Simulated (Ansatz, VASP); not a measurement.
One calculation of ReRu, two programs

The input INCAR:

```
SYSTEM = ReRu
PREC = Accurate
ENCUT = 520
EDIFF = 1E-6
ISMEAR = 0
SIGMA = 0.1
LREAL = .False.
LASPH = .True.
NELM = 100
ALGO = Fast
ISIF = 2
LWAVE = .False.
LCHARG = .False.
GGA = PE
NBANDS = 18
```

KPOINTS

```
regular mesh
0
Gamma
  6 6 6
  0 0 0
```

The input POSCAR:

```
ReRu
1.0
    3.0162070600      0.0000000000      0.0000000000
    0.0000000000      3.0162070600      0.0000000000
    0.0000000000      0.0000000000      3.0162070600
Re Ru
1 1
Direct
    0.0000000000      0.0000000000      0.0000000000
    0.5000000000      0.5000000000      0.5000000000
```

Input for Ansatz:

```yaml
crystal:
  lattice:
    - [3.01620706, 0.0, 0.0]
    - [0.0, 3.01620706, 0.0]
    - [0.0, 0.0, 3.01620706]
  atoms:
    - { symbol: Re, position: [0.0, 0.0, 0.0] }
    - { symbol: Ru, position: [0.5, 0.5, 0.5] }
basis:
  ecutwfc: 420
kpoints:
  mp_grid: { grid: [6, 6, 6] }
hamiltonian:
  xc: pbe
scf:
  occupations: { method: gaussian, width: 0.1 }
  lower_state_search: "off"
output:
  forces: true
  stress: true
  eigenvalues: true
```

Alike in both runs: task single point; functional PBE; k mesh 6 × 6 × 6; occupations gaussian, width 0.1 eV; no spin polarisation.

|  | VASP | Ansatz |
| --- | --- | --- |
| version | VASP 6.6.1 | Ansatz 0.2.0 |
| potentials or method | VASP PAW PBE potentials, release 64 (Re, Ru_pv), cutoff 520 eV | scalar-relativistic, plane waves, PAW |
| valence electrons in the cell | 21 | 31 |

|  | VASP | Ansatz | Ansatz less VASP |
| --- | --- | --- | --- |
| gap on the k mesh at the Fermi level (eV) | none | none | - |
| pressure (GPa) | 25.7 | 25.3 | -0.37 |

A gap of «none» marks a metal or a gap that the smearing closes. VASP's potentials hold 21 valence electrons a cell and Ansatz's 31, so a difference there can come from the potentials and not from the codes.

Spin-orbit coupling is off throughout.
